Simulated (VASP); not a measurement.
Set up this calculation in VASP 6.6.1, as the native input.

- Task: single point
- Functional: PBE
- Potentials or basis: VASP PAW PBE potentials, release 64 (In_d, P)
- Cutoff: 520 eV
- k mesh: 10 × 10 × 10
- Occupations: gaussian, width 0.02 eV
- Spin: no spin polarisation
- Dipole correction: no
- Further INCAR settings: ALGO = Normal; EDIFF = 1e-06; NBANDS = 16

The structure of InP lies in POSCAR:

```
InP
1.0
    0.0000000000      2.8878084306      2.8878084306
    2.8878084306      0.0000000000      2.8878084306
    2.8878084306      2.8878084306      0.0000000000
In P
1 1
Direct
    0.0000000000      0.0000000000      0.0000000000
    0.2500000000      0.2500000000      0.2500000000
```

This cell differs from its parent crystal: volume scaled by 0.91.

The input as run:

INCAR

```
SYSTEM = InP
PREC     = Accurate       ! precision mode
ENCUT    = 520            ! plane-wave cutoff, eV
EDIFF    = 1E-6           ! SCF threshold, eV
ISMEAR   = 0              ! smearing method
SIGMA    = 0.02           ! smearing width, eV
LREAL    = .False.        ! projectors in reciprocal space
LASPH    = .True.         ! aspherical terms in the spheres
NELM     = 80             ! most SCF steps
ALGO     = Normal         ! electronic algorithm
ISIF     = 2              ! what is computed and relaxed
LWAVE    = .False.        ! write WAVECAR
LCHARG   = .False.        ! write CHGCAR
GGA      = PE             ! functional
NBANDS   = 16             ! bands
```

KPOINTS

```
Automatic mesh
0
Gamma
  10 10 10
  0 0 0
```

Potentials or basis: VASP PAW PBE potentials, release 64 (In_d, P).

Run with:

```sh
$ cat potpaw_PBE.64/In_d/POTCAR potpaw_PBE.64/P/POTCAR > POTCAR
$ mpirun -np 1 vasp_std > vasp.out
```

Results of the run:

- Pressure: 6.9 GPa
- Band gap on the k mesh: 0.95 eV, direct

Caveat: spin-orbit coupling is left out, which moves the levels of the heavy elements.

Wall time 16 s on 1 thread of Intel(R) Xeon(R) 6975P-C (Granite Rapids) (shared host), peak memory 0.18 GiB.
